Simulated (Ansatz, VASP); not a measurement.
## One calculation of N, two programs

The input INCAR:

```
PREC = Accurate
ENCUT = 520
EDIFF = 1E-6
ISMEAR = -1
SIGMA = 0.1
LREAL = False
LASPH = True
NELM = 100
ALGO = Normal
ISIF = 2
LWAVE = False
LCHARG = False
GGA = PS
NBANDS = 12
```

KPOINTS

```
regular mesh
0
Gamma
  8 8 7
```

Contents of POSCAR:

```
N
1.0
    2.4767627997      0.0000000000      0.0000000000
   -1.2383813998      2.1449390238      0.0000000000
    0.0000000000      0.0000000000      2.4045363284
N
2
Direct
    0.6666666667      0.3333333333      0.2500000000
    0.3333333333      0.6666666667      0.7500000000
```

Input for Ansatz:

```yaml
crystal:
  lattice:
    - [2.476762799655597, 0.0, 0.0]
    - [-1.2383813998277986, 2.1449390237513613, 0.0]
    - [0.0, 0.0, 2.404536328409497]
  atoms:
    - { symbol: "N", position: [0.6666666666666666, 0.3333333333333333, 0.25] }
    - { symbol: "N", position: [0.3333333333333333, 0.6666666666666666, 0.75] }
accuracy: low
basis:
  ecutwfc: 500.0
kpoints:
  mp_grid:
    grid: [8, 8, 7]
hamiltonian:
  xc: pbesol
scf:
  occupations:
    method: fermi_dirac
    width: 0.1
output:
  stress: true
```

Alike in both runs: task single point; functional PBEsol; k mesh 8 × 8 × 7; occupations fermi-dirac, width 0.1 eV; no spin polarisation.

|  | VASP | Ansatz |
| --- | --- | --- |
| version | VASP 6.6.1 | Ansatz 0.2.0 |
| potentials or method | VASP PAW PBE potentials, release 64 (N), cutoff 520 eV | plane waves, PAW |
| valence electrons in the cell | 10 | 10 |

|  | VASP | Ansatz | Ansatz less VASP |
| --- | --- | --- | --- |
| pressure (GPa) | 11.2 | 11.0 | -0.20 |
| traceless stress, the component that is largest in VASP (GPa) | -6.77 | -6.89 | -0.124 |

VASP's potentials were made for PBE, not for PBEsol.

The k mesh is coarse, so the values compare programs but aren't converged.
